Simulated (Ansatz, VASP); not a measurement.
**Two plane-wave programs on C**

The input INCAR:

```
ALGO = Normal ; EDIFF = 1E-6
ENCUT = 520 ; GGA = PS
ISIF = 2 ; ISMEAR = 0
LASPH = True ; LCHARG = False
LREAL = False ; LWAVE = False
NBANDS = 11 ; NELM = 60
PREC = Accurate ; SIGMA = 0.05
```

File KPOINTS:

```
k-points
0
Gamma
  15 15 15
```

POSCAR

```
C
1.0
    1.1251918219      0.6496298013      3.9867532204
   -1.1251918219      0.6496298013      3.9867532204
    0.0000000000     -1.2992596025      3.9867532204
C
2
Direct
    0.1640000000      0.1640000000      0.1640000000
    0.8360000000      0.8360000000      0.8360000000
```

Input for Ansatz:

```yaml
crystal:
  lattice:
    - [1.1251918219, 0.6496298013, 3.9867532204]
    - [-1.1251918219, 0.6496298013, 3.9867532204]
    - [0.0, -1.2992596025, 3.9867532204]
  atoms:
    - { symbol: C, position: [0.164, 0.164, 0.164] }
    - { symbol: C, position: [0.836, 0.836, 0.836] }
basis:
  ecutwfc: 420
kpoints:
  mp_grid: { grid: [15, 15, 15] }
hamiltonian:
  xc: pbesol
scf:
  occupations: { method: gaussian, width: 0.05 }
output:
  forces: true
  stress: true
  eigenvalues: true
```

Alike in both runs: task single point; functional PBEsol; k mesh 15 × 15 × 15; occupations gaussian, width 0.05 eV; no spin polarisation.

|  | VASP | Ansatz |
| --- | --- | --- |
| version | VASP 6.6.1 | Ansatz 0.2.0 |
| potentials or method | VASP PAW PBE potentials, release 64 (C), cutoff 520 eV | scalar-relativistic, plane waves, PAW |
| valence electrons in the cell | 8 | 8 |

|  | VASP | Ansatz | Ansatz less VASP |
| --- | --- | --- | --- |
| gap on the k mesh at the Fermi level (eV) | 0.21 | 0.21 | 0.000 |
| least direct gap on the mesh (eV) | 0.21 | 0.21 | 0.000 |
| rms of the force components (eV/Å) | 0.485 | 0.485 | -0.0001 |

VASP's potentials were made for PBE, not for PBEsol. Atom by atom the forces differ by 0.000 eV/Å (rms over components).
